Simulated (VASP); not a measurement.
Set up this calculation in VASP 6.6.1, as the native input.

```
Task                   : relaxation of cell and atoms
Functional             : PBE
Potentials or basis    : VASP PAW PBE potentials, release 64 (Fe, Co)
Cutoff                 : 600 eV
k mesh                 : 6 × 6 × 1
Occupations            : gaussian, width 0.1 eV
Spin                   : collinear spin, ferrimagnetic start
Starting moments       : [4.0, -4.0, -4.0, 4.0, 4.0, -4.0, 3.0, -3.0, 3.0, 3.0] μB
Dipole correction      : no
Further INCAR settings : ALGO = Fast; EDIFF = 1e-07; IBRION = 2; EDIFFG = -0.04; NSW = 90; ISIF = 3
```

The structure of Fe3Co2 lies in POSCAR:

```
Fe3Co2
1.0
    2.5236462700      0.0000000000      0.0000000000
   -1.2618231300      2.1855417800      0.0000000000
    0.0000000000      0.0000000000     19.9131034000
Fe Co
6 4
Direct
    0.3333333300      0.6666666700      0.9500000000
    0.3333333300      0.6666666700      0.3500000000
    0.3333333300      0.6666666700      0.5500000000
    0.6666666700      0.3333333300      0.6500000000
    0.6666666700      0.3333333300      0.0500000000
    0.6666666700      0.3333333300      0.4500000000
    0.3333333300      0.6666666700      0.7500000000
    0.3333333300      0.6666666700      0.1500000000
    0.6666666700      0.3333333300      0.8500000000
    0.6666666700      0.3333333300      0.2500000000
```

The input as run:

INCAR

```
SYSTEM = Fe3Co2
ALGO = Fast
EDIFF = 1E-7
EDIFFG = -0.04
ENCUT = 600
GGA = PE
IBRION = 2
ISIF = 3
ISMEAR = 0
ISPIN = 2
LASPH = .True.
LCHARG = .False.
LMAXMIX = 4
LORBIT = 11
LREAL = .False.
LWAVE = .False.
MAGMOM = 4 -4 -4 4 4 -4 3 -3 3 3
NELM = 150
NSW = 90
PREC = Accurate
SIGMA = 0.1
```

KPOINTS

```
k-points
0
Gamma
  6 6 1
  0 0 0
```

Potentials or basis: VASP PAW PBE potentials, release 64 (Fe, Co).

Launch:

```console
$ cat potpaw_PBE.64/Fe/POTCAR potpaw_PBE.64/Co/POTCAR > POTCAR
$ mpirun -np 1 vasp_std > vasp.out
```

It gave:

The relaxed volume is 10.97 Å³/atom, the relaxed cell is a = 2.478 Å, b = 2.478 Å, c = 20.619 Å, α = 90.00°, β = 90.00°, γ = 120.00° and the space group after relaxing (to 0.1 Å) is P3m1 (No. 156). The energy gained by relaxing is 31.0 meV/atom and the ionic steps are 18. The pressure after relaxing is -0.1 GPa. The largest force after relaxing is 0.028 eV/Å, the net moment is 2.58 μB per cell and the site moments are Fe +2.37, -2.31, -0.00, +1.53, +2.13, -1.54; Co +1.52, -1.13, +1.64, -1.62 μB. The valence electrons inside the program's atomic spheres are Fe 7.24, 7.25, 7.48, 7.38, 7.28, 7.37; Co 8.28, 8.32, 8.27 (each value once).

Caveat: the k points lie up to 0.49 Å⁻¹ apart in the final cell.

It took 55 min on 1 thread of Intel(R) Xeon(R) 6975P-C (Granite Rapids), with other jobs on the host, peak memory 0.34 GiB.
